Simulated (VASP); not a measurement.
NaTiO2: single point with LDA

NaTiO2:

```
Na Ti O
1.0
     1.53129    0.88409    5.48757
    -1.53129    0.88409    5.48757
     0.00000   -1.76819    5.48757
Na Ti O
1 1 2
Direct
  0.00000 0.00000 0.00000
  0.50000 0.50000 0.50000
  0.76380 0.76380 0.76380
  0.23620 0.23620 0.23620
```

| Quantity | Value |
| --- | --- |
| Program | VASP 6.6.1 |
| Task | single point |
| Functional | LDA |
| Potentials or basis | VASP PAW LDA potentials, release 64 (Na_pv, Ti_sv, O) |
| Cutoff | 520 eV |
| k mesh | 10 × 10 × 10 |
| Occupations | fermi-dirac, width 0.03 eV |
| Spin | collinear spin |
| Starting moments | [0.0, 1.0, 0.0, 0.0] μB |
| Dipole correction | no |
| Further INCAR settings | ALGO = Normal; EDIFF = 1e-06; NBANDS = 28 |

```json
{"Pressure": "-15.4 GPa", "Largest force": "0.556 eV/Å", "Net moment": "0.00 μB per cell", "Valence electrons inside the program's atomic spheres": "Na 6.07; Ti 10.20; O 4.98"}
```

Forces on the atoms (eV/Å):
```
Na   0.000  0.000  0.000
Ti   0.000  0.000  0.000
O    0.000  0.000  0.556
O    0.000  0.000 -0.556
```

Stress tensor (GPa, compression positive):
```
-17.60   0.00   0.00
  0.00 -17.60   0.00
  0.00   0.00 -10.95
```

Levels at points of the mesh, in eV from the Fermi level:
Spin up:
| k point | band 14 | band 15 | band 16 | band 17 | band 18 | band 19 |
| --- | --- | --- | --- | --- | --- | --- |
| (0.00, 0.00, 0.00) | -3.57 | -3.57 | 0.13 | 0.13 | 0.71 | 1.71 |
| (0.50, 0.00, 0.00) | -4.73 | -4.34 | -0.46 | 1.29 | 1.35 | 2.84 |
| (0.50, 0.50, 0.00) | -4.49 | -4.35 | -0.70 | 1.29 | 1.37 | 3.02 |
| (0.50, 0.50, 0.50) | -3.63 | -3.63 | 0.14 | 0.14 | 0.76 | 2.83 |
Spin down:
```tsv
k point	band 13	band 14	band 15	band 16	band 17	band 18	band 19	band 20
(0.00, 0.00, 0.00)	-3.99	-3.57	-3.57	0.13	0.13	0.71	1.71	2.79
(0.50, 0.00, 0.00)	-5.40	-4.73	-4.34	-0.46	1.29	1.36	2.84	3.08
(0.50, 0.50, 0.00)	-5.27	-4.49	-4.35	-0.70	1.29	1.37	3.02	3.10
(0.50, 0.50, 0.50)	-5.23	-3.63	-3.63	0.14	0.14	0.76	2.83	2.83
```

It took 22 min on 1 thread of Oxide Virtual Turin-like Processor (shared host), peak memory 0.39 GiB.

Caveat: the stress differs along the axes, from -18 to -11 GPa; semilocal functionals often make such compounds metallic where correlation or magnetic order opens a gap, which also shifts bond lengths.
